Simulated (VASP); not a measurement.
# I (P6/mmm) in VASP: a series of runs

I is run at these levels: LDA; tasks: single point, relaxation of cell and atoms.

All numbers are computed with VASP 6.6.1; they aren't measurements. Logs are shortened: lines on timing, memory, paths and dates and some standing lists are left out, and cuts for length are marked.

## Step 1: The cell of the first run

It takes space group P6/mmm (No. 191, hexagonal). Conventional cell: a = 2.707 Å, b = 2.707 Å, c = 2.545 Å, α = 90.00°, β = 90.00°, γ = 120.00°. I (site symmetry 6/mmm) has 8 I at 2.55 to 2.71 Å within 3.4 Å.

## Step 2: Single point, LDA

INCAR reads:

```
PREC = Accurate
ENCUT = 520
EDIFF = 1E-6
ISMEAR = -1
SIGMA = 0.05
LREAL = False
LASPH = True
NELM = 60
ALGO = Normal
ISIF = 2
LWAVE = False
LCHARG = True
GGA = CA
LELF = True
LVHAR = True
NBANDS = 10
```

KPOINTS reads:

```
regular mesh
0
Gamma
  16 16 15
```

POSCAR reads:

```
I
1.0
    2.7073571194      0.0000000000      0.0000000000
   -1.3536785597      2.3446400425      0.0000000000
    0.0000000000      0.0000000000      2.5454299414
I
1
Direct
    0.0000000000      0.0000000000      0.0000000000
```

Potentials or basis: VASP PAW LDA potentials, release 64 (I).

Command:

```console
$ cat potpaw_LDA.64/I/POTCAR > POTCAR
$ mpirun -np 1 vasp_std > vasp.out
```

OUTCAR:

```text
PREC = Accurate
   ENCUT = 520
   EDIFF = 1E-6
   ISMEAR = -1
   LREAL = False
   LASPH = True
   NELM = 60
   ISIF = 2
   GGA = CA

 ion  position               nearest neighbor table
   1  0.000  0.000  0.000-

  LATTYP: Found a hexagonal cell.
 ALAT       =     2.7073571194
 C/A-ratio  =     0.9401899451

  Lattice vectors:

 A1 = (   2.7073571194,   0.0000000000,   0.0000000000)
 A2 = (  -1.3536785597,   2.3446400425,   0.0000000000)
 A3 = (   0.0000000000,   0.0000000000,   2.5454299414)

Analysis of symmetry for initial positions (statically):
=====================================================================
 Subroutine PRICEL returns:
 Original cell was already a primitive cell.

 Routine SETGRP: Setting up the symmetry group for a
 hexagonal supercell.

 Subroutine GETGRP returns: Found 24 space group operations
 (whereof 24 operations were pure point group operations)
 out of a pool of 24 trial point group operations.

The static configuration has the point symmetry D_6h.

Analysis of symmetry for dynamics (positions and initial velocities):
=====================================================================
 Subroutine PRICEL returns:
 Original cell was already a primitive cell.

 Routine SETGRP: Setting up the symmetry group for a
 hexagonal supercell.

 Subroutine GETGRP returns: Found 24 space group operations
 (whereof 24 operations were pure point group operations)
 out of a pool of 24 trial point group operations.

The dynamic configuration has the point symmetry D_6h.

 Subroutine INISYM returns: Found 24 space group operations
 (whereof 24 operations are pure point group operations),
 and found     1 'primitive' translations

----------------------------------------------------------------------------------------

                                     Primitive cell

  volume of cell :      16.1578

  direct lattice vectors                    reciprocal lattice vectors
     2.707357119  0.000000000  0.000000000     0.369363906  0.213252350  0.000000000
    -1.353678560  2.344640043  0.000000000     0.000000000  0.426504701  0.000000000
     0.000000000  0.000000000  2.545429941     0.000000000  0.000000000  0.392860940

  length of vectors
     2.707357119  2.707357119  2.545429941     0.426504701  0.426504701  0.392860940

  position of ions in fractional coordinates (direct lattice)
     0.000000000  0.000000000  0.000000000

  ion indices of the primitive-cell ions
   primitive index   ion index
                 1           1

----------------------------------------------------------------------------------------

 KPOINTS: regular mesh

Automatic generation of k-mesh.
 Grid dimensions read from file:
 generate k-points for:   16   16   15

 Generating k-lattice:

  Cartesian coordinates                     Fractional coordinates (reciprocal lattice)
     0.023085244  0.013328272  0.000000000     0.062500000  0.000000000  0.000000000
     0.000000000  0.026656544  0.000000000     0.000000000  0.062500000  0.000000000
     0.000000000  0.000000000  0.026190729     0.000000000  0.000000000  0.066666667

  Length of vectors
     0.026656544  0.026656544  0.026190729

  Shift w.r.t. Gamma in fractional coordinates (k-lattice)
     0.000000000  0.000000000  0.000000000

 Subroutine IBZKPT returns following result:
 ===========================================

 Found    240 irreducible k-points:

 Following reciprocal coordinates:
            Coordinates               Weight
  0.000000  0.000000  0.000000      1.000000
  0.062500  0.000000  0.000000      6.000000
  0.125000  0.000000  0.000000      6.000000
  0.187500  0.000000  0.000000      6.000000
  0.250000  0.000000  0.000000      6.000000
  0.312500  0.000000  0.000000      6.000000
[... 16 lines left out ...]
  0.187500  0.187500  0.000000      6.000000
  0.250000  0.187500  0.000000     12.000000
 [... further k-points ...]
   k-points           NKPTS =    240   k-points in BZ     NKDIM =    240   number of bands    NBANDS=     10
   number of dos      NEDOS =    301   number of ions     NIONS =      1
   total plane-waves  NPLWV =   8000
   dimension x,y,z NGX =    20 NGY =   20 NGZ =   20
   dimension x,y,z NGXF=    40 NGYF=   40 NGZF=   40
   ions per type =               1
   NGX,Y,Z   is equivalent  to a cutoff of  12.28, 12.28, 13.06 a.u.
   NGXF,Y,Z  is equivalent  to a cutoff of  24.56, 24.56, 26.12 a.u.
 SYSTEM =  unknown system
   PREC   = accura    normal or accurate (medium, high low for compatibility)
   ISTART =      0    job   : 0-new  1-cont  2-samecut
   ICHARG =      2    charge: 1-file 2-atom 10-const
   ISPIN  =      1    spin polarized calculation?
   LNONCOLLINEAR =      F non collinear calculations
   LSORBIT =      F    spin-orbit coupling
   LASPH  =      T    aspherical Exc in radial PAW
   ENCUT  =  520.0 eV  38.22 Ry    6.18 a.u.   5.03  5.03  4.73*2*pi/ulx,y,z
   NELM   =     60;   NELMIN=  2; NELMDL= -5     # of ELM steps
   EDIFF  = 0.1E-05   stopping-criterion for ELM
   LREAL  =      F    real-space projection
   EDIFFG = 0.1E-04   stopping-criterion for IOM
   NSW    =      0    number of steps for IOM
   IBRION =     -1    ionic relax: 0-MD 1-quasi-New 2-CG
   NFREE  =      0    steps in history (QN), initial steepest desc. (CG)
   ISIF   =      2    stress and relaxation
   ISYM   =      2    0-nonsym 1-usesym 2-fastsym
   POTIM  = 0.5000    time-step for ionic-motion
   TEBEG  =    0.0;   TEEND  =   0.0 temperature during run
   PSTRESS=    0.0 pullay stress
   NELECT =       7.0000    total number of electrons
   NUPDOWN=      -1.0000    fix difference up-down
   EMIN   =  10.00;   EMAX   =-10.00  energy-range for DOS
   EFERMI =   0.00;   METHOD = LEGACY
   ISMEAR =    -1;   SIGMA  =   0.05  broadening in eV -4-tet -1-fermi 0-gaus
   EFERMI_NEDOS =   21; number of points for ismear=-14 and -15
   IALGO  =     38    algorithm
   IMIX   =      4    mixing-type and parameters
     AMIX     =   0.40;   BMIX     =  1.00
     AMIX_MAG =   1.60;   BMIX_MAG =  1.00
  volume/ion in A,a.u.               =      16.16       109.04
  Fermi-wavevector in a.u.,A,eV,Ry     =   1.238739  2.340878 20.877798  1.534475
  Thomas-Fermi vector in A             =   2.373252
   LORBIT       =      0    0 simple, 1 ext, 2 COOP (PROOUT), +10 PAW based schemes
   GGA     = CA    functional components
   LHFCALC =     F    Hartree Fock is set to
   AEXX    =    0.0000 exact exchange contribution
   IVDW    =     0    specifies the selected vdW correction
   LEPSILON=     F    determine dielectric tensor
   LRPA    =     F    only Hartree local field effects (RPA)
 non-spin polarized calculation
  energy-cutoff  :      520.00
  volume of cell :       16.16
 maximum number of plane-waves:       446
   NGX = 11   NGY = 11   NGZ =  9

 number of electron       6.9999999 magnetization

 Free energy of the ion-electron system (eV)
  ---------------------------------------------------
  ext. energy  EPLUGINS =         0.00000000
  ---------------------------------------------------
  free energy    TOTEN  =         2.76440630 eV

  energy without entropy =        2.76791812  energy(sigma->0) =        2.76616221

 E-fermi :  19.0811     XC(G=0): -12.9102

 val. band max:       19.0572106940   @ k =   0.3125   0.3125   0.2000
 cond. band min:      19.0985689264   @ k =   0.1250   0.1250   0.4667
 fundamental gap:      0.0413582324
 Fermi energy:        19.0811083411

 k-point     1 :       0.0000    0.0000    0.0000
  band No.  band energies     occupation
      1      -3.7390      2.00000
      2      19.2665      0.04790
      3      21.4620      0.00000
      4      21.4620      0.00000
      5      23.6894      0.00000
      6      27.3272      0.00000
      7      28.1903      0.00000
      8      28.1903      0.00000
      9      30.5343      0.00000
     10      42.9142      0.00000

 k-point     2 :       0.0625    0.0000    0.0000
  band No.  band energies     occupation
      1      -3.6292      2.00000
      2      19.3829      0.00477
      3      20.3083      0.00000
      4      21.1004      0.00000
      5      24.0162      0.00000
      6      26.1262      0.00000
      7      28.6755      0.00000
      8      29.9172      0.00000
      9      31.1951      0.00000
     10      41.8943      0.00000

 k-point     3 :       0.1250    0.0000    0.0000
  band No.  band energies     occupation
      1      -3.3000      2.00000
      2      18.0221      2.00000
      3      19.7280      0.00000
      4      20.2521      0.00000
      5      24.0856      0.00000
      6      25.4488      0.00000
      7      29.8912      0.00000
      8      31.5536      0.00000
      9      33.5207      0.00000
     10      39.9855      0.00000

 k-point     4 :       0.1875    0.0000    0.0000
  band No.  band energies     occupation
      1      -2.7534      2.00000
      2      15.4608      2.00000
      3      19.2616      0.05266
      4      20.2888      0.00000
      5      23.5580      0.00000
      6      25.6174      0.00000
      7      31.4827      0.00000
      8      33.1605      0.00000
      9      36.5393      0.00000
     10      37.9962      0.00000
[... 222 lines left out ...]
 k-point    22 :       0.4375    0.1250    0.0000
  band No.  band energies     occupation
      1       2.1049      2.00000
      2       6.0253      2.00000
      3      13.6850      2.00000
      4      24.3142      0.00000
      5      24.9556      0.00000
      6      29.1165      0.00000
      7      31.0614      0.00000
      8      31.3401      0.00000
      9      35.2832      0.00000
     10      36.3321      0.00000

 k-point    23 :       0.1875    0.1875    0.0000
  band No.  band energies     occupation
      1      -0.8243      2.00000
      2      11.3686      2.00000
      3      14.0161      2.00000
      4      22.1532      0.00000
      5      26.2509      0.00000
      6      27.8109      0.00000
      7      30.3547      0.00000
      8      35.1568      0.00000
      9      36.1540      0.00000
     10      36.5289      0.00000

 k-point    24 :       0.2500    0.1875    0.0000
  band No.  band energies     occupation
      1       0.1965      2.00000
      2       9.6609      2.00000
      3      12.7973      2.00000
      4      23.0516      0.00000
      5      26.8225      0.00000
      6      28.4385      0.00000
      7      31.3297      0.00000
      8      33.6783      0.00000
      9      34.8900      0.00000
     10      35.4074      0.00000

 [... further k-points ...]

------------------------ aborting loop because EDIFF is reached ----------------------------------------

  FORCE on cell =-STRESS in cart. coord.  units (eV):
  Direction    XX          YY          ZZ          XY          YZ          ZX
  --------------------------------------------------------------------------------------
  -------------------------------------------------------------------------------------
  Total       15.1568865     15.1568865     15.2016096      0.0000000     -0.0000000      0.0000000
  in kB     1502.9263872   1502.9263872   1507.3610349      0.0000000     -0.0000000      0.0000000
  external PRESSURE =    1504.4046031 kB  Pullay stress =       0.0000000 kB

 VOLUME and BASIS-vectors are now :
 -----------------------------------------------------------------------------
  energy-cutoff  :      520.00
  volume of cell :       16.16
      direct lattice vectors                 reciprocal lattice vectors
     2.707357119  0.000000000  0.000000000     0.369363906  0.213252350  0.000000000
    -1.353678560  2.344640043  0.000000000     0.000000000  0.426504701  0.000000000
     0.000000000  0.000000000  2.545429941     0.000000000  0.000000000  0.392860940

 POSITION                                       TOTAL-FORCE (eV/Angst)
 -----------------------------------------------------------------------------------
      0.00000      0.00000      0.00000         0.000000      0.000000      0.000000
 -----------------------------------------------------------------------------------
    total drift:                               -0.000000     -0.000000      0.000000

  FREE ENERGIE OF THE ION-ELECTRON SYSTEM (eV)
  ---------------------------------------------------
  free  energy   TOTEN  =         2.7644063020 eV

  energy  without entropy=        2.7679181244  energy(sigma->0) =        2.76616221
```

It took 10 s on 1 thread of Intel Xeon 6975P-C (Granite Rapids), shared host; peak memory 0.14 GiB.

Results:

```
Free energy            : 2.7644 eV
Pressure               : 150.4 GPa
Band gap on the k mesh : zero (an odd number of electrons rules out a gap without spin polarisation)
```

Stress tensor (GPa, compression positive):
```
150.29   0.00   0.00
  0.00 150.29   0.00
  0.00   0.00 150.74
```

Caveat: the cell stands under pressure; spin-orbit coupling is left out, which moves the levels of the heavy elements; an odd number of electrons without spin polarisation forces a metal; a magnetic or distorted state may lie lower.

## Step 3: Relaxation of cell and atoms, LDA, target pressure 150 GPa, at which the enthalpy is minimised

INCAR reads:

```
PREC = Accurate ; ENCUT = 600
EDIFF = 1E-6 ; ISMEAR = -1
SIGMA = 0.05 ; LREAL = F
LASPH = T ; NELM = 100
ALGO = Normal ; ISIF = 3
LWAVE = F ; LCHARG = F
IBRION = 2 ; NSW = 32
EDIFFG = -0.005 ; PSTRESS = 1500.0
```

KPOINTS reads:

```
Automatic mesh
0
Gamma
  16 16 15
```

POSCAR reads:

```
I
1.0
    2.7071273850      0.0000000000      0.0000000000
   -1.3535636925      2.3444410866      0.0000000000
    0.0000000000      0.0000000000      2.5454163388
I
1
Direct
    0.0000000000      0.0000000000      0.0000000000
```

Potentials or basis: VASP PAW LDA potentials, release 64 (I).

Command:

```console
$ cat potpaw_LDA.64/I/POTCAR > POTCAR
$ mpirun -np 1 vasp_std > vasp.out
```

Run time: 17 s. Hardware: 1 thread of Intel Xeon 6975P-C (Granite Rapids), shared host; peak memory 0.15 GiB.

Results (log left out):

```yaml
Free_energy: 2.7507 eV
Relaxed_volume: 16.17 Å³/atom
Relaxed_cell: a = 2.708 Å, b = 2.708 Å, c = 2.547 Å, α = 90.00°, β = 90.00°, γ = 120.00°
Space_group_after_relaxing_to_0.1_Å: P6/mmm (No. 191)
Energy_change_on_relaxing_the_run_minimises_the_enthalpy: -16.2 meV/atom
Ionic_steps: 4
Pressure_after_relaxing: 150.0 GPa
Band_gap_on_the_k_mesh: zero (an odd number of electrons rules out a gap without spin polarisation)
```

The path:
```
step  energy change (eV)  largest force (eV/Å)  pressure (GPa)  volume (Å³)
   1              0.0000                0.0000          150.52        16.15
   2             -0.1143                0.0000          146.52        16.28
   3             -0.0157                0.0000          150.01        16.17
   4             -0.0162                0.0000          149.99        16.17
```

Final structure:
```cif
data_structure
_symmetry_space_group_name_H-M 'P 1'
_symmetry_Int_Tables_number 1
_cell_length_a 2.7079
_cell_length_b 2.7079
_cell_length_c 2.5468
_cell_angle_alpha 90.000
_cell_angle_beta 90.000
_cell_angle_gamma 120.000
_cell_volume 16.17
loop_
_atom_site_label
_atom_site_type_symbol
_atom_site_fract_x
_atom_site_fract_y
_atom_site_fract_z
_atom_site_occupancy
I1 I 0.00000 0.00000 0.00000 1
```

Levels at points of the mesh, in eV from the Fermi level:
```
           k point  band 1  band 2  band 3  band 4  band 5  band 6  band 7
(0.00, 0.00, 0.00)  -22.81    0.18    2.38    2.38    4.60    8.25    9.11
(0.50, 0.00, 0.00)  -17.22  -13.40   -2.64    2.79    4.94    9.72   11.77
```

Caveat: the cell is relaxed towards a set pressure, so the run minimises the enthalpy, not the energy; spin-orbit coupling is left out, which moves the levels of the heavy elements; an odd number of electrons without spin polarisation forces a metal; a magnetic or distorted state may lie lower.

The gap in the log of VASP goes by the Fermi energy; the results here count the filled bands.